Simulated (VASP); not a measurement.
# FeNi3 (Pm-3m) in VASP: a series of runs, part 2 of 2

VASP 6.6.1.

### Step 3. Single point, PBE, collinear spin, ferrimagnetic start

This run uses another cell than the first one, of 10.81 Å³/atom.

File INCAR:

```
SYSTEM = FeNi3
PREC = Accurate
ENCUT = 520
EDIFF = 1E-6
ISMEAR = 0
SIGMA = 0.1
LREAL = .False.
LASPH = .True.
NELM = 150
ALGO = Normal
ISIF = 2
LWAVE = .False.
LCHARG = .False.
ISPIN = 2
MAGMOM = 4 -2 -2 -2
LORBIT = 11
LMAXMIX = 4
GGA = PE
NBANDS = 31
```

File KPOINTS:

```
Automatic mesh
0
Gamma
  6 6 6
  0 0 0
```

File POSCAR:

```
FeNi3
1.0
    3.5104167500      0.0000000000      0.0000000000
    0.0000000000      3.5104167500      0.0000000000
    0.0000000000      0.0000000000      3.5104167500
Fe Ni
1 3
Direct
    0.0000000000      0.0000000000      0.0000000000
    0.0000000000      0.5000000000      0.5000000000
    0.5000000000      0.5000000000      0.0000000000
    0.5000000000      0.0000000000      0.5000000000
```

Potentials or basis: VASP PAW PBE potentials, release 64 (Fe, Ni).

Run with:

```sh
cat potpaw_PBE.64/Fe/POTCAR potpaw_PBE.64/Ni/POTCAR > POTCAR
mpirun -np 1 vasp_std > vasp.out
```

OUTCAR:

```text
SYSTEM = FeNi3
   PREC = Accurate
   ENCUT = 520
   EDIFF = 1E-6
   ISMEAR = 0
   LREAL = .False.
   LASPH = .True.
   NELM = 150
   ISIF = 2
   ISPIN = 2
   LORBIT = 11
   GGA = PE

 ion  position               nearest neighbor table
   1  0.000  0.000  0.000-   2 2.48   3 2.48   4 2.48   2 2.48   4 2.48   2 2.48   3 2.48   2 2.48
                             3 2.48   4 2.48   4 2.48   3 2.48
   2  0.000  0.500  0.500-   1 2.48   3 2.48   4 2.48   1 2.48   3 2.48   1 2.48   4 2.48   1 2.48
                             3 2.48   4 2.48   3 2.48   4 2.48
   3  0.500  0.500  0.000-   1 2.48   2 2.48   4 2.48   2 2.48   4 2.48   1 2.48   4 2.48   4 2.48
                             1 2.48   2 2.48   2 2.48   1 2.48
   4  0.500  0.000  0.500-   1 2.48   2 2.48   3 2.48   1 2.48   3 2.48   2 2.48   3 2.48   3 2.48
                             1 2.48   2 2.48   1 2.48   2 2.48

[... 1589 lines left out ...]

 POSITION                                       TOTAL-FORCE (eV/Angst)
 -----------------------------------------------------------------------------------
      0.00000      0.00000      0.00000         0.000000      0.000000      0.000000
      0.00000      1.75521      1.75521         0.000000      0.000000      0.000000
      1.75521      1.75521      0.00000         0.000000      0.000000      0.000000
      1.75521      0.00000      1.75521         0.000000      0.000000      0.000000
 -----------------------------------------------------------------------------------
    total drift:                                0.000000      0.000000      0.000000

  FREE ENERGIE OF THE ION-ELECTRON SYSTEM (eV)
  ---------------------------------------------------
  free  energy   TOTEN  =       -24.9949922809 eV

  energy  without entropy=      -24.9829704805  energy(sigma->0) =      -24.98898138

 total charge

# of ion       s       p       d       tot
------------------------------------------
    1        0.486   0.527   6.135   7.148
    2        0.517   0.537   8.333   9.388
    3        0.517   0.537   8.333   9.388
    4        0.517   0.537   8.333   9.388
--------------------------------------------------
tot          2.038   2.139  31.136  35.312

 magnetization (x)

# of ion       s       p       d       tot
------------------------------------------
    1        0.012   0.000   2.876   2.888
    2       -0.014  -0.044   0.722   0.663
    3       -0.014  -0.044   0.722   0.663
    4       -0.014  -0.044   0.722   0.663
--------------------------------------------------
tot         -0.031  -0.133   5.043   4.879
```

OSZICAR:

```text
N       E                     dE             d eps       ncg     rms          rms(c)
DAV:   1     0.247797662548E+03    0.24780E+03   -0.17171E+04  2624   0.176E+03
DAV:   2    -0.112462925759E+02   -0.25904E+03   -0.24395E+03  2494   0.320E+02
DAV:   3    -0.273862062710E+02   -0.16140E+02   -0.15552E+02  2767   0.105E+02
DAV:   4    -0.276131086424E+02   -0.22690E+00   -0.22669E+00  2848   0.133E+01
DAV:   5    -0.276201659836E+02   -0.70573E-02   -0.70569E-02  3674   0.183E+00    0.245E+01
DAV:   6    -0.254046408536E+02    0.22155E+01   -0.30458E+01  2718   0.774E+01    0.153E+01
DAV:   7    -0.262716568929E+02   -0.86702E+00   -0.76418E+00  2877   0.556E+01    0.186E+01
DAV:   8    -0.246797469223E+02    0.15919E+01   -0.50360E+00  3111   0.382E+01    0.652E+00
DAV:   9    -0.249898735867E+02   -0.31013E+00   -0.38615E-01  3226   0.871E+00    0.269E+00
DAV:  10    -0.249695671081E+02    0.20306E-01   -0.16547E-01  3540   0.502E+00    0.265E+00
DAV:  11    -0.249861006783E+02   -0.16534E-01   -0.19772E-02  3121   0.221E+00    0.161E+00
DAV:  12    -0.249946518367E+02   -0.85512E-02   -0.81540E-03  3465   0.119E+00    0.654E-01
DAV:  13    -0.249949961565E+02   -0.34432E-03   -0.23503E-03  3393   0.485E-01    0.151E-01
DAV:  14    -0.249949216271E+02    0.74529E-04   -0.32707E-04  3202   0.188E-01    0.135E-01
DAV:  15    -0.249949949230E+02   -0.73296E-04   -0.71483E-05  2855   0.117E-01    0.487E-02
DAV:  16    -0.249949932386E+02    0.16844E-05   -0.15419E-05  3770   0.619E-02    0.932E-03
DAV:  17    -0.249949922809E+02    0.95769E-06   -0.14983E-06  1922   0.193E-02
   1 F= -.24994992E+02 E0= -.24988981E+02  d E =-.120218E-01  mag=     4.8636
```

It took 59 s on 1 thread of Intel Xeon Platinum 8259CL at 2.50GHz (Skylake/Cascade Lake), shared host; peak memory 0.19 GiB.

What came out:

```yaml
Free_energy: -24.9950 eV
Pressure: 6.1 GPa
Net_moment: 4.86 μB per cell
Site_moments: Fe +2.89; Ni +0.66 μB
Valence_electrons_inside_the_program's_atomic_spheres: Fe 7.15; Ni 9.39
```

Levels at points of the mesh, in eV from the Fermi level:
Spin up:
| k point | band 19 | band 20 | band 21 | band 22 | band 23 | band 24 |
| --- | --- | --- | --- | --- | --- | --- |
| (0.00, 0.00, 0.00) | -0.64 | -0.64 | -0.64 | 2.29 | 2.29 | 2.29 |
| (0.50, 0.00, 0.00) | -1.41 | -1.08 | -0.68 | -0.64 | 7.67 | 7.67 |
| (0.50, 0.50, 0.00) | -1.57 | -1.52 | 0.78 | 0.78 | 0.86 | 0.88 |
| (0.50, 0.50, 0.50) | -0.82 | -0.82 | -0.52 | -0.52 | -0.52 | -0.42 |
Spin down:
| k point | band 13 | band 14 | band 15 | band 16 | band 17 | band 18 | band 19 | band 20 | band 21 | band 22 |
| --- | --- | --- | --- | --- | --- | --- | --- | --- | --- | --- |
| (0.00, 0.00, 0.00) | 0.02 | 0.32 | 0.32 | 0.32 | 1.04 | 1.04 | 1.31 | 1.31 | 1.31 | 2.33 |
| (0.50, 0.00, 0.00) | -0.97 | -0.97 | -0.87 | -0.40 | -0.12 | -0.12 | 0.32 | 0.54 | 0.65 | 1.29 |
| (0.50, 0.50, 0.00) | -1.25 | -1.25 | -1.23 | -0.82 | -0.67 | 0.18 | 0.18 | 0.41 | 1.48 | 1.48 |
| (0.50, 0.50, 0.50) | -0.53 | -0.47 | -0.47 | -0.47 | 0.09 | 0.09 | 0.09 | 0.84 | 0.84 | 0.84 |

Caveat: the cell stands under pressure.
